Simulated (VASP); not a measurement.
Write the native input for VASP 6.6.1 that does the following.

```
Task                   : single point
Functional             : PBE
Potentials or basis    : VASP PAW PBE potentials, release 64 (Ta_pv, N)
Cutoff                 : 520 eV
k mesh                 : 6 × 6 × 9
Occupations            : fermi-dirac, width 0.05 eV
Spin                   : no spin polarisation
Dipole correction      : no
Further INCAR settings : ALGO = Normal; EDIFF = 1e-06; NBANDS = 33
```

The structure of TaN lies in POSCAR:

```
TaN
1.0
    5.2499368913      0.0000000000      0.0000000000
   -2.6249684457      4.5465787162      0.0000000000
    0.0000000000      0.0000000000      2.9320730532
Ta N
3 3
Direct
    0.0000000000      0.0000000000      0.0000000000
    0.3333333333      0.6666666667      0.5000000000
    0.6666666667      0.3333333333      0.5000000000
    0.5000000000      0.0000000000      0.0000000000
    0.5000000000      0.5000000000      0.0000000000
    0.0000000000      0.5000000000      0.0000000000
```

The input as run:

INCAR

```
SYSTEM = TaN
ALGO     = Normal         ! electronic algorithm
EDIFF    = 1E-6           ! SCF threshold, eV
ENCUT    = 520            ! plane-wave cutoff, eV
GGA      = PE             ! functional
ISIF     = 2              ! what is computed and relaxed
ISMEAR   = -1             ! smearing method
LASPH    = .True.         ! aspherical terms in the spheres
LCHARG   = .True.         ! write CHGCAR
LELF     = .True.         ! ELF
LREAL    = .False.        ! projectors in reciprocal space
LVHAR    = .True.       
LWAVE    = .False.        ! write WAVECAR
NBANDS   = 33             ! bands
NELM     = 60             ! most SCF steps
PREC     = Accurate       ! precision mode
SIGMA    = 0.05           ! smearing width, eV
```

KPOINTS

```
k-points
0
Gamma
  6 6 9
  0 0 0
```

Potentials or basis: VASP PAW PBE potentials, release 64 (Ta_pv, N).

Command:

```bash
$ cat potpaw_PBE.64/Ta_pv/POTCAR potpaw_PBE.64/N/POTCAR > POTCAR
$ mpirun -np 1 vasp_std > vasp.out
```

It gave:

```json
{
  "Pressure": "0.7 GPa",
  "Band gap on the k mesh": "zero (band 24 reaches 8.64 eV, above the bottom of band 25 at 6.68 eV)"
}
```

Caveat: spin-orbit coupling is left out, which moves the levels of the heavy elements.

Wall time 32 s on 1 thread of Intel(R) Xeon(R) 6975P-C (Granite Rapids) (shared host), peak memory 0.22 GiB.
